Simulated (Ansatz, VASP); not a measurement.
Li2TaO3: VASP beside Ansatz

```xyz
6
Lattice="4.8032 0.0000 0.0000 -2.4016 4.1597 0.0000 0.0000 0.0000 2.6331" Properties=species:S:1:pos:R:3 pbc="T T T"
Li    2.4016    1.3866    0.0000
Li    0.0000    2.7731    0.0000
Ta    0.0000    0.0000    0.0000
O     2.4016    0.0000    1.3165
O     1.2008    2.0798    1.3165
O    -1.2008    2.0798    1.3165
```

Change from the starting cell: species swapped into the CeAl3Pd2 type (P6/mmm, No. 191).

Alike in both runs: functional PBE; k mesh 6 × 6 × 6; occupations gaussian, width 0.1 eV; collinear spin.

Ansatz relaxed the structure, and its values are those at the end. VASP's run is a single point on that final structure, the one shown.

|  | VASP | Ansatz |
| --- | --- | --- |
| version | VASP 6.6.1 | Ansatz 0.2.0 |
| potentials or method | VASP PAW PBE potentials, release 64 (Li_sv, Ta_pv, O), cutoff 520 eV | scalar-relativistic, plane waves, PAW |
| valence electrons in the cell | 35 | 37 |

```csv
,VASP,Ansatz,Ansatz less VASP
gap on the k mesh at the Fermi level (eV),none,none,-
net moment per atom (μB),0.00,0.12,+0.124
size of the moment on the site where the two differ most (μB),0.00,0.24,+0.239
```

The net moments are unlike, so the other rows may belong to different states. Site moments also hang on the region over which each program counts them. A gap of «none» marks a metal or a gap that the smearing closes. VASP's potentials hold 35 valence electrons a cell and Ansatz's 37, so a difference there can come from the potentials and not from the codes. Ansatz's warnings: seeded moment not kept.

The k mesh is coarse, so the values compare programs but aren't converged. Neither program's run includes spin-orbit coupling. Noted on VASP's run: the cutoff is short for stress, so the pressure is rough.
